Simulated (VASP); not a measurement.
# ZnO (P6_3mc) in VASP: notebook

The runs below take ZnO through electric field gradients, with LDA.

All numbers are computed with VASP 6.6.1; they aren't measurements. Logs are shortened: lines on timing, memory, paths and dates and some standing lists are left out, and cuts for length are marked.

**1. The cell of the first run**

It takes space group P6_3mc (No. 186, hexagonal). Conventional cell: a = 3.184 Å, b = 3.184 Å, c = 5.204 Å, α = 90.00°, β = 90.00°, γ = 120.00°. Within 2.6 Å of Zn (site symmetry 3m) lie 4 O at 1.94 to 1.99 Å. O (site symmetry 3m) has 4 Zn at 1.94 to 1.99 Å within 2.6 Å.

**2. Electric field gradients, LDA (equal xx and yy strain of -2 %)**

The input, INCAR:

```
SYSTEM = ZnO
ALGO     = Normal         ! electronic algorithm
EDIFF    = 1E-8           ! SCF threshold, eV
ENCUT    = 520            ! plane-wave cutoff, eV
GGA      = CA             ! functional
ISIF     = 2              ! what is computed and relaxed
ISMEAR   = -1             ! smearing method
LASPH    = .True.         ! aspherical terms in the spheres
LCHARG   = .False.        ! write CHGCAR
LEFG     = .True.       
LREAL    = .False.        ! projectors in reciprocal space
LWAVE    = .False.        ! write WAVECAR
NBANDS   = 26             ! bands
NELM     = 60             ! most SCF steps
PREC     = Accurate       ! precision mode
SIGMA    = 0.02           ! smearing width, eV
```

The input, KPOINTS:

```
k-points
0
Gamma
  11 11 6
  0 0 0
```

The input, POSCAR:

```
ZnO
1.0
    3.1844107494      0.0000000000      0.0000000000
   -1.5922053747      2.7577806051      0.0000000000
    0.0000000000      0.0000000000      5.2038000000
Zn O
2 2
Direct
    0.3333333333      0.6666666667      0.0000000000
    0.6666666667      0.3333333333      0.5000000000
    0.3333333333      0.6666666667      0.3821000000
    0.6666666667      0.3333333333      0.8821000000
```

Potentials or basis: VASP PAW LDA potentials, release 64 (Zn, O).

Command:

```console
> cat potpaw_LDA.64/Zn/POTCAR potpaw_LDA.64/O/POTCAR > POTCAR
> mpirun -np 1 vasp_std > vasp.out
```

OUTCAR:

```text
SYSTEM = ZnO
   EDIFF = 1E-8
   ENCUT = 520
   GGA = CA
   ISIF = 2
   ISMEAR = -1
   LASPH = .True.
   LREAL = .False.
   NELM = 60
   PREC = Accurate

 ion  position               nearest neighbor table
   1  0.333  0.667  0.000-   4 1.94   4 1.94   4 1.94   3 1.99
   2  0.667  0.333  0.500-   3 1.94   3 1.94   3 1.94   4 1.99
   3  0.333  0.667  0.382-   2 1.94   2 1.94   2 1.94   1 1.99
   4  0.667  0.333  0.882-   1 1.94   1 1.94   1 1.94   2 1.99

  LATTYP: Found a hexagonal cell.
 ALAT       =     3.1844107494
 C/A-ratio  =     1.6341484845

  Lattice vectors:

 A1 = (   3.1844107494,   0.0000000000,   0.0000000000)
 A2 = (  -1.5922053747,   2.7577806051,   0.0000000000)
 A3 = (   0.0000000000,   0.0000000000,   5.2038000000)

Analysis of symmetry for initial positions (statically):
=====================================================================
 Subroutine PRICEL returns:
 Original cell was already a primitive cell.

 Routine SETGRP: Setting up the symmetry group for a
 hexagonal supercell.

 Subroutine GETGRP returns: Found 12 space group operations
 (whereof  6 operations were pure point group operations)
 out of a pool of 24 trial point group operations.

The static configuration has the point symmetry C_3v.
 The point group associated with its full space group is C_6v.

Analysis of symmetry for dynamics (positions and initial velocities):
=====================================================================
 Subroutine PRICEL returns:
 Original cell was already a primitive cell.

 Routine SETGRP: Setting up the symmetry group for a
 hexagonal supercell.

 Subroutine GETGRP returns: Found 12 space group operations
 (whereof  6 operations were pure point group operations)
 out of a pool of 24 trial point group operations.

The dynamic configuration has the point symmetry C_3v.
 The point group associated with its full space group is C_6v.

 Subroutine INISYM returns: Found 12 space group operations
 (whereof  6 operations are pure point group operations),
 and found     1 'primitive' translations

----------------------------------------------------------------------------------------

                                     Primitive cell

  volume of cell :      45.6993

  direct lattice vectors                    reciprocal lattice vectors
     3.184410749  0.000000000  0.000000000     0.314029841  0.181305213  0.000000000
    -1.592205375  2.757780605  0.000000000     0.000000000  0.362610426  0.000000000
     0.000000000  0.000000000  5.203800000     0.000000000  0.000000000  0.192167262

  length of vectors
     3.184410749  3.184410749  5.203800000     0.362610426  0.362610426  0.192167262

  position of ions in fractional coordinates (direct lattice)
     0.333333333  0.666666667  0.000000000
     0.666666667  0.333333333  0.500000000
     0.333333333  0.666666667  0.382100000
     0.666666667  0.333333333  0.882100000

  ion indices of the primitive-cell ions
   primitive index   ion index
                 1           1
                 2           2
                 3           3
                 4           4

----------------------------------------------------------------------------------------

 KPOINTS: k-points

Automatic generation of k-mesh.
 Grid dimensions read from file:
 generate k-points for:   11   11    6

 Generating k-lattice:

  Cartesian coordinates                     Fractional coordinates (reciprocal lattice)
     0.028548167  0.016482292  0.000000000     0.090909091  0.000000000  0.000000000
     0.000000000  0.032964584  0.000000000     0.000000000  0.090909091  0.000000000
     0.000000000  0.000000000  0.032027877     0.000000000  0.000000000  0.166666667

  Length of vectors
     0.032964584  0.032964584  0.032027877

  Shift w.r.t. Gamma in fractional coordinates (k-lattice)
     0.000000000  0.000000000  0.000000000

 Subroutine IBZKPT returns following result:
 ===========================================

 Found     64 irreducible k-points:

 Following reciprocal coordinates:
            Coordinates               Weight
  0.000000  0.000000  0.000000      1.000000
  0.090909  0.000000  0.000000      6.000000
  0.181818  0.000000  0.000000      6.000000
  0.272727  0.000000  0.000000      6.000000
  0.363636  0.000000  0.000000      6.000000
  0.454545  0.000000  0.000000      6.000000
[... 16 lines left out ...]
  0.090909  0.090909  0.166667     12.000000
  0.181818  0.090909  0.166667     24.000000
 [... further k-points ...]
   k-points           NKPTS =     64   k-points in BZ     NKDIM =     64   number of bands    NBANDS=     26
   number of dos      NEDOS =    301   number of ions     NIONS =      4
   total plane-waves  NPLWV =  23040
   dimension x,y,z NGX =    24 NGY =   24 NGZ =   40
   dimension x,y,z NGXF=    48 NGYF=   48 NGZF=   80
   ions per type =               2   2
   NGX,Y,Z   is equivalent  to a cutoff of  12.53, 12.53, 12.78 a.u.
   NGXF,Y,Z  is equivalent  to a cutoff of  25.06, 25.06, 25.56 a.u.
 SYSTEM =  ZnO
   PREC   = accura    normal or accurate (medium, high low for compatibility)
   ISTART =      0    job   : 0-new  1-cont  2-samecut
   ICHARG =      2    charge: 1-file 2-atom 10-const
   ISPIN  =      1    spin polarized calculation?
   LNONCOLLINEAR =      F non collinear calculations
   LSORBIT =      F    spin-orbit coupling
   LASPH  =      T    aspherical Exc in radial PAW
   ENCUT  =  520.0 eV  38.22 Ry    6.18 a.u.   5.92  5.92  9.68*2*pi/ulx,y,z
   NELM   =     60;   NELMIN=  2; NELMDL= -5     # of ELM steps
   EDIFF  = 0.1E-07   stopping-criterion for ELM
   LREAL  =      F    real-space projection
   EDIFFG = 0.1E-06   stopping-criterion for IOM
   NSW    =      0    number of steps for IOM
   IBRION =     -1    ionic relax: 0-MD 1-quasi-New 2-CG
   NFREE  =      0    steps in history (QN), initial steepest desc. (CG)
   ISIF   =      2    stress and relaxation
   ISYM   =      2    0-nonsym 1-usesym 2-fastsym
   POTIM  = 0.5000    time-step for ionic-motion
   TEBEG  =    0.0;   TEEND  =   0.0 temperature during run
   PSTRESS=    0.0 pullay stress
   NELECT =      36.0000    total number of electrons
   NUPDOWN=      -1.0000    fix difference up-down
   EMIN   =  10.00;   EMAX   =-10.00  energy-range for DOS
   EFERMI =   0.00;   METHOD = LEGACY
   ISMEAR =    -1;   SIGMA  =   0.02  broadening in eV -4-tet -1-fermi 0-gaus
   EFERMI_NEDOS =   21; number of points for ismear=-14 and -15
   IALGO  =     38    algorithm
   IMIX   =      4    mixing-type and parameters
     AMIX     =   0.40;   BMIX     =  1.00
     AMIX_MAG =   1.60;   BMIX_MAG =  1.00
  volume/ion in A,a.u.               =      11.42        77.10
  Fermi-wavevector in a.u.,A,eV,Ry     =   1.511956  2.857183 31.103074  2.286011
  Thomas-Fermi vector in A             =   2.621945
   LORBIT       =      0    0 simple, 1 ext, 2 COOP (PROOUT), +10 PAW based schemes
   GGA     = CA    functional components
   LHFCALC =     F    Hartree Fock is set to
   AEXX    =    0.0000 exact exchange contribution
   IVDW    =     0    specifies the selected vdW correction
   LEPSILON=     F    determine dielectric tensor
   LRPA    =     F    only Hartree local field effects (RPA)
 non-spin polarized calculation
  energy-cutoff  :      520.00
  volume of cell :       45.70
 maximum number of plane-waves:      1246
 NGX is ok and might be reduce to    24
   NGX = 11   NGY = 11   NGZ = 19

 number of electron      35.9999981 magnetization

 Free energy of the ion-electron system (eV)
  ---------------------------------------------------
  ext. energy  EPLUGINS =         0.00000000
  ---------------------------------------------------
  free energy    TOTEN  =       -21.14944136 eV

  energy without entropy =      -21.14944136  energy(sigma->0) =      -21.14944136

 E-fermi :   1.6986     XC(G=0): -11.6809

 val. band max:        1.2904885926   @ k =   0.0000   0.0000   0.0000
 cond. band min:       2.0680836100   @ k =   0.0000   0.0000   0.0000
 fundamental gap:      0.7775950174
 Fermi energy:         1.6986003417

 k-point     1 :       0.0000    0.0000    0.0000
  band No.  band energies     occupation
      1     -16.8847      2.00000
      2     -16.0794      2.00000
      3      -4.7839      2.00000
      4      -4.7454      2.00000
      5      -4.7454      2.00000
      6      -4.6407      2.00000
[... 18 lines left out ...]
     25      15.5910      0.00000
     26      15.5910      0.00000

 k-point     2 :       0.0909    0.0000    0.0000
  band No.  band energies     occupation
      1     -16.8315      2.00000
      2     -16.0538      2.00000
      3      -4.8101      2.00000
      4      -4.7148      2.00000
      5      -4.7059      2.00000
      6      -4.6141      2.00000
[... 18 lines left out ...]
     25      15.2191      0.00000
     26      15.7139      0.00000

 k-point     3 :       0.1818    0.0000    0.0000
  band No.  band energies     occupation
      1     -16.6837      2.00000
      2     -15.9877      2.00000
      3      -4.9484      2.00000
      4      -4.6357      2.00000
      5      -4.6355      2.00000
      6      -4.5287      2.00000
[... 572 lines left out ...]
 k-point    23 :       0.0909    0.0909    0.1667
  band No.  band energies     occupation
      1     -16.6847      2.00000
      2     -16.0585      2.00000
      3      -4.9115      2.00000
      4      -4.8187      2.00000
      5      -4.6368      2.00000
      6      -4.5885      2.00000
[... 18 lines left out ...]
     25      14.5743      0.00000
     26      15.6703      0.00000

 k-point    24 :       0.1818    0.0909    0.1667
  band No.  band energies     occupation
      1     -16.5120      2.00000
      2     -15.9771      2.00000
      3      -5.0265      2.00000
      4      -4.8067      2.00000
      5      -4.5733      2.00000
      6      -4.4899      2.00000
[... 18 lines left out ...]
     25      14.4130      0.00000
     26      15.9369      0.00000

 [... further k-points ...]

------------------------ aborting loop because EDIFF is reached ----------------------------------------

  FORCE on cell =-STRESS in cart. coord.  units (eV):
  Direction    XX          YY          ZZ          XY          YZ          ZX
  --------------------------------------------------------------------------------------
  -------------------------------------------------------------------------------------
  Total        0.4683247      0.4683247     -0.8328818      0.0000000      0.0000000      0.0000000
  in kB       16.4190602     16.4190602    -29.2001157      0.0000000      0.0000000      0.0000000
  external PRESSURE =       1.2126682 kB  Pullay stress =       0.0000000 kB

 VOLUME and BASIS-vectors are now :
 -----------------------------------------------------------------------------
  energy-cutoff  :      520.00
  volume of cell :       45.70
      direct lattice vectors                 reciprocal lattice vectors
     3.184410749  0.000000000  0.000000000     0.314029841  0.181305213  0.000000000
    -1.592205375  2.757780605  0.000000000     0.000000000  0.362610426  0.000000000
     0.000000000  0.000000000  5.203800000     0.000000000  0.000000000  0.192167262

 POSITION                                       TOTAL-FORCE (eV/Angst)
 -----------------------------------------------------------------------------------
     -0.00000      1.83852      0.00000         0.000000     -0.000000      0.226517
      1.59221      0.91926      2.60190         0.000000      0.000000      0.226517
     -0.00000      1.83852      1.98837         0.000000      0.000000     -0.226517
      1.59221      0.91926      4.59027        -0.000000     -0.000000     -0.226517
 -----------------------------------------------------------------------------------
    total drift:                                0.000000      0.000001     -0.000470

  FREE ENERGIE OF THE ION-ELECTRON SYSTEM (eV)
  ---------------------------------------------------
  free  energy   TOTEN  =       -21.1494413648 eV

  energy  without entropy=      -21.1494413648  energy(sigma->0) =      -21.14944136

 Electric field gradients (V/A^2)
---------------------------------------------------------------------
 ion       V_xx      V_yy      V_zz      V_xy      V_xz      V_yz
---------------------------------------------------------------------
   1      -9.195    -9.201    18.396    -0.005     0.000    -0.000
   2      -9.195    -9.201    18.396    -0.005    -0.000     0.000
   3       0.359     0.357    -0.716    -0.002     0.000    -0.000
   4       0.359     0.357    -0.716    -0.002    -0.000     0.000
---------------------------------------------------------------------

 Electric field gradients after diagonalization (V/A^2)
 (convention: |V_zz| > |V_xx| > |V_yy|)
----------------------------------------------------------------------
 ion       V_xx      V_yy      V_zz     asymmetry (V_yy - V_xx)/ V_zz
----------------------------------------------------------------------
   1      -9.204    -9.192    18.396       0.001
   2      -9.204    -9.192    18.396       0.001
   3       0.360     0.356    -0.716       0.005
   4       0.360     0.356    -0.716       0.005
----------------------------------------------------------------------

           NMR quadrupolar parameters

 Cq : quadrupolar parameter    Cq=e*Q*V_zz/h
 eta: asymmetry parameters     (V_yy - V_xx)/ V_zz
 Q  : nuclear electric quadrupole moment in mb (millibarn)
----------------------------------------------------------------------
 ion       Cq(MHz)       eta       Q (mb)
----------------------------------------------------------------------
   1       0.044       0.001       1.000
   2       0.044       0.001       1.000
   3      -0.002       0.005       1.000
   4      -0.002       0.005       1.000
----------------------------------------------------------------------
```

It took 2.2 min on 1 thread of Intel Xeon 8259CL, shared host; peak memory 0.18 GiB.

Results:

| Property | Result |
| --- | --- |
| Free energy | -21.1494 eV |
| Pressure | 0.1 GPa |
| Largest force | 0.227 eV/Å |
| Band gap on the k mesh | 0.78 eV |
| Largest electric field gradient by atom | Zn +18.4; O -0.7 V/Å² |

Forces in eV/Å, atoms in the order of the input:
```
Zn   0.000  0.000  0.227
Zn   0.000  0.000  0.227
O    0.000  0.000 -0.227
O    0.000  0.000 -0.227
```

Stress tensor (GPa, compression positive):
```
 1.64  0.00  0.00
 0.00  1.64  0.00
 0.00  0.00 -2.92
```

Electric field gradients, principal values (V/Å²):
```tsv
atom	least	middle	greatest (by size)
1 Zn	-9.192	-9.204	18.396
2 Zn	-9.192	-9.204	18.396
3 O	0.356	0.360	-0.716
4 O	0.356	0.360	-0.716
```

Caveat: the cell differs from its parent crystal (equal xx and yy strain of -2 %); without QUAD_EFG the Cq values of the log hold for a quadrupole moment of 1 mb, not for the nuclei.

(Part 1 of 2 ends here.)
